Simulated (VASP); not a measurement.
Here is a VASP 6.6.1 calculation.

The input INCAR:

```
PREC = Accurate ; ENCUT = 520
EDIFF = 1E-6 ; ISMEAR = 0
SIGMA = 0.15 ; LREAL = F
LASPH = T ; NELM = 60
ALGO = Normal ; ISIF = 2
LWAVE = F ; LCHARG = F
GGA = PE ; NBANDS = 30
```

File KPOINTS:

```
regular mesh
0
Gamma
  10 10 10
```

Contents of POSCAR:

```
In3Se
1.0
    4.6467292756      0.0000000000      0.0000000000
    0.0000000000      4.6467292756      0.0000000000
    0.0000000000      0.0000000000      4.8622991905
In Se
3 1
Direct
    0.0000000000      0.5000000000      0.5000000000
    0.5000000000      0.0000000000      0.5000000000
    0.5000000000      0.5000000000      0.0000000000
    0.0000000000      0.0000000000      0.0000000000
```

Potentials or basis: VASP PAW PBE potentials, release 64 (In_d, Se).

Command:

```bash
$ cat potpaw_PBE.64/In_d/POTCAR potpaw_PBE.64/Se/POTCAR > POTCAR
$ mpirun -np 1 vasp_std > vasp.out
```

(1) What does it give for the pressure?

## Answers

(1) 1.7 GPa.

Caveat: the cell differs from its parent crystal (strain -0.030 along x and y, +0.015 along z).
